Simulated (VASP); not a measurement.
# MoS2 (Cmmm) in VASP: single point with PBE

Aim: the single point of MoS2 with PBE.

Program: VASP 6.6.1. These are calculated values, not measurements. Logs are shortened: lines on timing, memory, paths and dates and some standing lists are left out, and cuts for length are marked.

## Step 1: The cell of the first run

Symmetry: Cmmm, No. 65, orthorhombic system. Conventional cell: a = 3.447 Å, b = 3.776 Å, c = 9.015 Å, α = 90.00°, β = 90.00°, γ = 90.00°. Mo (site symmetry mmm) has 2 S at 2.44 Å and 4 Mo at 2.56 Å within 3.2 Å. S (site symmetry mm2) has 1 Mo at 2.44 Å and 4 S at 2.56 Å within 3.2 Å.

The cell was built from a structure type or drawn by symmetry, and may not be a known phase.

## Step 2: Single point, PBE, collinear spin

INCAR reads:

```
SYSTEM = MoS2
PREC = Accurate
ENCUT = 520
EDIFF = 1E-6
ISMEAR = 0
SIGMA = 0.1
LREAL = .FALSE.
LASPH = .TRUE.
NELM = 150
ALGO = Normal
ISIF = 2
LWAVE = .FALSE.
LCHARG = .FALSE.
ISPIN = 2
MAGMOM = 1 0 0
LORBIT = 11
LMAXMIX = 4
GGA = PE
NBANDS = 24
```

KPOINTS reads:

```
regular mesh
0
G
  6 6 4
  0 0 0
```

POSCAR reads:

```
MoS2
1.0
    1.7236720656     -1.8881184391      0.0000000000
    1.7236720656      1.8881184391      0.0000000000
    0.0000000000      0.0000000000      9.0153134503
Mo S
1 2
Direct
    0.0000000000      0.0000000000      0.0000000000
    0.0000000000      0.0000000000      0.7291523286
    0.0000000000      0.0000000000      0.2708476714
```

Potentials or basis: VASP PAW PBE potentials, release 64 (Mo_sv, S).

Command:

```
> cat potpaw_PBE.64/Mo_sv/POTCAR potpaw_PBE.64/S/POTCAR > POTCAR
> mpirun -np 1 vasp_std > vasp.out
```

OUTCAR:

```text
SYSTEM = MoS2
   PREC = Accurate
   ENCUT = 520
   EDIFF = 1E-6
   ISMEAR = 0
   LREAL = .FALSE.
   LASPH = .TRUE.
   NELM = 150
   ISIF = 2
   ISPIN = 2
   LORBIT = 11
   GGA = PE

 ion  position               nearest neighbor table
   1  0.000  0.000  0.000-   2 2.44   3 2.44
   2  0.000  0.000  0.729-   1 2.44
   3  0.000  0.000  0.271-   1 2.44

  LATTYP: Found a base centered orthorhombic cell.
 ALAT       =     3.4473441312
 B/A-ratio  =     1.0954046752
 C/A-ratio  =     2.6151475186

  Lattice vectors:

 A1 = (   1.7236720656,  -1.8881184391,   0.0000000000)
 A2 = (   1.7236720656,   1.8881184391,   0.0000000000)
 A3 = (   0.0000000000,   0.0000000000,   9.0153134503)

Analysis of symmetry for initial positions (statically):
=====================================================================
 Subroutine PRICEL returns:
 Original cell was already a primitive cell.

 Routine SETGRP: Setting up the symmetry group for a
 base centered orthorhombic supercell.

 Subroutine GETGRP returns: Found  8 space group operations
 (whereof  8 operations were pure point group operations)
 out of a pool of  8 trial point group operations.

The static configuration has the point symmetry D_2h.

Analysis of symmetry for dynamics (positions and initial velocities):
=====================================================================
 Subroutine PRICEL returns:
 Original cell was already a primitive cell.

 Routine SETGRP: Setting up the symmetry group for a
 base centered orthorhombic supercell.

 Subroutine GETGRP returns: Found  8 space group operations
 (whereof  8 operations were pure point group operations)
 out of a pool of  8 trial point group operations.

The dynamic configuration has the point symmetry D_2h.

Analysis of structural, dynamic, and magnetic symmetry:
=====================================================================
 Subroutine PRICEL returns:
 Original cell was already a primitive cell.

 Routine SETGRP: Setting up the symmetry group for a
 base centered orthorhombic supercell.

 Subroutine GETGRP returns: Found  8 space group operations
 (whereof  8 operations were pure point group operations)
 out of a pool of  8 trial point group operations.

The overall configuration has the point symmetry D_2h.

 Subroutine INISYM returns: Found  8 space group operations
 (whereof  8 operations are pure point group operations),
 and found     1 'primitive' translations

----------------------------------------------------------------------------------------

                                     Primitive cell

  volume of cell :      58.6806

  direct lattice vectors                    reciprocal lattice vectors
     1.723672066 -1.888118439  0.000000000     0.290078380 -0.264813896  0.000000000
     1.723672066  1.888118439  0.000000000     0.290078380  0.264813896  0.000000000
     0.000000000  0.000000000  9.015313450     0.000000000  0.000000000  0.110922377

  length of vectors
     2.556567353  2.556567353  9.015313450     0.392774574  0.392774574  0.110922377

  position of ions in fractional coordinates (direct lattice)
     0.000000000  0.000000000  0.000000000
     0.000000000  0.000000000  0.729152329
     0.000000000  0.000000000  0.270847671

  ion indices of the primitive-cell ions
   primitive index   ion index
                 1           1
                 2           2
                 3           3

----------------------------------------------------------------------------------------

 KPOINTS: regular mesh

Automatic generation of k-mesh.
 Grid dimensions read from file:
 generate k-points for:    6    6    4

 Generating k-lattice:

  Cartesian coordinates                     Fractional coordinates (reciprocal lattice)
     0.048346397 -0.044135649  0.000000000     0.166666667 -0.000000000  0.000000000
     0.048346397  0.044135649  0.000000000    -0.000000000  0.166666667  0.000000000
     0.000000000  0.000000000  0.027730594     0.000000000  0.000000000  0.250000000

  Length of vectors
     0.065462429  0.065462429  0.027730594

  Shift w.r.t. Gamma in fractional coordinates (k-lattice)
     0.000000000  0.000000000  0.000000000

 Subroutine IBZKPT returns following result:
 ===========================================

 Found     39 irreducible k-points:

 Following reciprocal coordinates:
            Coordinates               Weight
  0.000000  0.000000  0.000000      1.000000
  0.166667 -0.000000  0.000000      4.000000
  0.333333  0.000000  0.000000      4.000000
  0.500000  0.000000  0.000000      2.000000
  0.166667  0.166667  0.000000      2.000000
  0.333333  0.166667  0.000000      4.000000
[... 16 lines left out ...]
  0.333333  0.333333  0.250000      4.000000
  0.500000  0.333333  0.250000      8.000000
 [... further k-points ...]
   k-points           NKPTS =     39   k-points in BZ     NKDIM =     39   number of bands    NBANDS=     24
   number of dos      NEDOS =    301   number of ions     NIONS =      3
   total plane-waves  NPLWV =  28000
   dimension x,y,z NGX =    20 NGY =   20 NGZ =   70
   dimension x,y,z NGXF=    40 NGYF=   40 NGZF=  140
   ions per type =               1   2
   NGX,Y,Z   is equivalent  to a cutoff of  13.01, 13.01, 12.91 a.u.
   NGXF,Y,Z  is equivalent  to a cutoff of  26.01, 26.01, 25.82 a.u.
 SYSTEM =  MoS2
   PREC   = accura    normal or accurate (medium, high low for compatibility)
   ISTART =      0    job   : 0-new  1-cont  2-samecut
   ICHARG =      2    charge: 1-file 2-atom 10-const
   ISPIN  =      2    spin polarized calculation?
   LNONCOLLINEAR =      F non collinear calculations
   LSORBIT =      F    spin-orbit coupling
   LASPH  =      T    aspherical Exc in radial PAW
   ENCUT  =  520.0 eV  38.22 Ry    6.18 a.u.   4.75  4.75 16.76*2*pi/ulx,y,z
   NELM   =    150;   NELMIN=  2; NELMDL= -5     # of ELM steps
   EDIFF  = 0.1E-05   stopping-criterion for ELM
   LREAL  =      F    real-space projection
[... 7 lines left out ...]
   TEBEG  =    0.0;   TEEND  =   0.0 temperature during run
   PSTRESS=    0.0 pullay stress
   NELECT =      26.0000    total number of electrons
   NUPDOWN=      -1.0000    fix difference up-down
   EMIN   =  10.00;   EMAX   =-10.00  energy-range for DOS
   EFERMI =   0.00;   METHOD = LEGACY
   ISMEAR =     0;   SIGMA  =   0.10  broadening in eV -4-tet -1-fermi 0-gaus
   EFERMI_NEDOS =   21; number of points for ismear=-14 and -15
   IALGO  =     38    algorithm
   IMIX   =      4    mixing-type and parameters
     AMIX     =   0.40;   BMIX     =  1.00
     AMIX_MAG =   1.60;   BMIX_MAG =  1.00
  volume/ion in A,a.u.               =      19.56       132.00
  Fermi-wavevector in a.u.,A,eV,Ry     =   1.248057  2.358486 21.193060  1.557646
  Thomas-Fermi vector in A             =   2.382161
   LORBIT       =     11    0 simple, 1 ext, 2 COOP (PROOUT), +10 PAW based schemes
   GGA     = PE    functional components
   LHFCALC =     F    Hartree Fock is set to
   AEXX    =    0.0000 exact exchange contribution
   IVDW    =     0    specifies the selected vdW correction
   LEPSILON=     F    determine dielectric tensor
   LRPA    =     F    only Hartree local field effects (RPA)
 spin polarized calculation
 Gauss-broadening in eV      SIGMA  =   0.10
  energy-cutoff  :      520.00
  volume of cell :       58.68
 maximum number of plane-waves:      1600
   NGX =  9   NGY =  9   NGZ = 33

 number of electron      25.9999994 magnetization       0.0000732

 Free energy of the ion-electron system (eV)
  ---------------------------------------------------
  ext. energy  EPLUGINS =         0.00000000
  ---------------------------------------------------
  free energy    TOTEN  =       -17.92499686 eV

  energy without entropy =      -17.91433504  energy(sigma->0) =      -17.91966595

 E-fermi :   6.3752     XC(G=0): -10.2467

 val. band max:        6.3749618377   @ k =   0.1667   0.1667   0.5000
 cond. band min:       6.3950777734   @ k =   0.3333   0.3333   0.5000
 fundamental gap:      0.0201159357
 Fermi energy:         6.3752458759

 spin component 1

 k-point     1 :       0.0000    0.0000    0.0000
  band No.  band energies     occupation
      1     -54.5145      1.00000
      2     -28.6926      1.00000
      3     -27.7660      1.00000
      4     -27.5823      1.00000
      5      -9.3384      1.00000
      6      -9.0680      1.00000
[... 16 lines left out ...]
     23      16.9535      0.00000
     24      18.1566      0.00000

 k-point     2 :       0.1667   -0.0000    0.0000
  band No.  band energies     occupation
      1     -54.4570      1.00000
      2     -28.6404      1.00000
      3     -28.1282      1.00000
      4     -27.6264      1.00000
      5      -8.8343      1.00000
      6      -8.5709      1.00000
[... 586 lines left out ...]
 k-point    24 :       0.5000    0.3333    0.2500
  band No.  band energies     occupation
      1     -54.1137      1.00000
      2     -29.1592      1.00000
      3     -28.7181      1.00000
      4     -28.3387      1.00000
      5      -4.6031      1.00000
      6      -4.3274      1.00000
[... 16 lines left out ...]
     23      17.3078      0.00000
     24      17.9662      0.00000

 [... further k-points ...]

 spin component 2

 k-point     1 :       0.0000    0.0000    0.0000
  band No.  band energies     occupation
      1     -54.5144      1.00000
      2     -28.6926      1.00000
      3     -27.7659      1.00000
      4     -27.5823      1.00000
      5      -9.3384      1.00000
      6      -9.0680      1.00000
[... 16 lines left out ...]
     23      16.9535      0.00000
     24      18.1567      0.00000

 k-point     2 :       0.1667   -0.0000    0.0000
  band No.  band energies     occupation
      1     -54.4570      1.00000
      2     -28.6404      1.00000
      3     -28.1282      1.00000
      4     -27.6264      1.00000
      5      -8.8343      1.00000
      6      -8.5709      1.00000
[... 586 lines left out ...]
 k-point    24 :       0.5000    0.3333    0.2500
  band No.  band energies     occupation
      1     -54.1137      1.00000
      2     -29.1591      1.00000
      3     -28.7180      1.00000
      4     -28.3387      1.00000
      5      -4.6031      1.00000
      6      -4.3274      1.00000
[... 16 lines left out ...]
     23      17.3078      0.00000
     24      17.9663      0.00000

 [... further k-points ...]
[... 5 lines left out ...]
  --------------------------------------------------------------------------------------
  -------------------------------------------------------------------------------------
  Total       -0.0096586      0.0233545      0.0659697     -0.0000000      0.0000000      0.0000000
  in kB       -0.2637134      0.6376557      1.8011923     -0.0000000      0.0000000      0.0000000
  external PRESSURE =       0.7250449 kB  Pullay stress =       0.0000000 kB

 VOLUME and BASIS-vectors are now :
 -----------------------------------------------------------------------------
  energy-cutoff  :      520.00
  volume of cell :       58.68
      direct lattice vectors                 reciprocal lattice vectors
     1.723672066 -1.888118439  0.000000000     0.290078380 -0.264813896  0.000000000
     1.723672066  1.888118439  0.000000000     0.290078380  0.264813896  0.000000000
     0.000000000  0.000000000  9.015313450     0.000000000  0.000000000  0.110922377

 POSITION                                       TOTAL-FORCE (eV/Angst)
 -----------------------------------------------------------------------------------
      0.00000      0.00000      0.00000        -0.000000      0.000000      0.000000
      0.00000      0.00000      6.57354         0.000000     -0.000000     -0.008952
      0.00000      0.00000      2.44178        -0.000000     -0.000000      0.008952
 -----------------------------------------------------------------------------------
    total drift:                                0.000000      0.000000     -0.000000

  FREE ENERGIE OF THE ION-ELECTRON SYSTEM (eV)
  ---------------------------------------------------
  free  energy   TOTEN  =       -17.9249968597 eV

  energy  without entropy=      -17.9143350351  energy(sigma->0) =      -17.91966595

 total charge

# of ion       s       p       d       tot
------------------------------------------
    1        2.364   6.135   4.114  12.612
    2        1.402   2.158   0.000   3.560
    3        1.402   2.158   0.000   3.560
--------------------------------------------------
tot          5.169  10.451   4.114  19.733

 magnetization (x)

# of ion       s       p       d       tot
------------------------------------------
    1        0.000   0.000   0.000   0.000
    2        0.000   0.000   0.000   0.000
    3        0.000   0.000   0.000   0.000
--------------------------------------------------
tot          0.000   0.000   0.000   0.000
```

Run time: 45 s. Hardware: 1 thread of Intel Xeon 6975P-C (Granite Rapids), shared host; peak memory 0.23 GiB.

What came out:

```yaml
Free_energy: -17.9250 eV
Pressure: 0.1 GPa
Largest_force: 0.009 eV/Å
Band_gap_on_the_k_mesh: zero (filled and empty bands overlap)
Net_moment: 0.00 μB per cell
Valence_electrons_inside_the_program's_atomic_spheres: Mo 12.61; S 3.56
```

Forces on the atoms (eV/Å):
```
Mo   0.000  0.000  0.000
S    0.000  0.000 -0.009
S    0.000  0.000  0.009
```

Caveat: the k points lie up to 0.41 Å⁻¹ apart, too coarse for converged energies and pressures of a metal; this functional lacks dispersion, which binds the layers, so the pressure and a relaxed spacing across them are unreliable.
